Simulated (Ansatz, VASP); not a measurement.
**TiO2 in VASP and in Ansatz**

```xyz
6
Lattice="4.6431 0.0000 0.0000 0.0000 4.6431 0.0000 0.0000 0.0000 2.9640" Properties=species:S:1:pos:R:3 pbc="T T T"
Ti    0.0000    0.0000    0.0750
Ti    2.3215    2.3215    1.4820
O     1.4166    1.4166    0.0000
O     0.9049    3.7382    1.4820
O     3.2264    3.2264    0.0000
O     3.7382    0.9049    1.4820
```

Alike in both runs: task single point; functional PBE; k mesh 6 × 6 × 10; occupations gaussian, width 0.05 eV; no spin polarisation.

```csv
,VASP,Ansatz
version,VASP 6.6.1,Ansatz 0.2.0
potentials or method,"VASP PAW PBE potentials, release 64 (Ti_sv, O), cutoff 520 eV","scalar-relativistic, plane waves, PAW"
valence electrons in the cell,48,48
```

VASP gave:

| Property | Result |
| --- | --- |
| gap on the k mesh at the Fermi level (eV) | 1.89 |
| least direct gap on the mesh (eV) | 1.90 |
| pressure (GPa) | 1.0 |
| traceless stress, the component that is largest in VASP (GPa) | -0.36 |
| rms of the force components (eV/Å) | 0.035 |

Q: Estimate Ansatz's values.

A: gap on the k mesh at the Fermi level (eV): 1.91; least direct gap on the mesh (eV): 1.92; pressure (GPa): 0.4; traceless stress, the component that is largest in VASP (GPa): -0.35; rms of the force components (eV/Å): 0.022.

Atom by atom the forces differ by 0.017 eV/Å (rms over components).
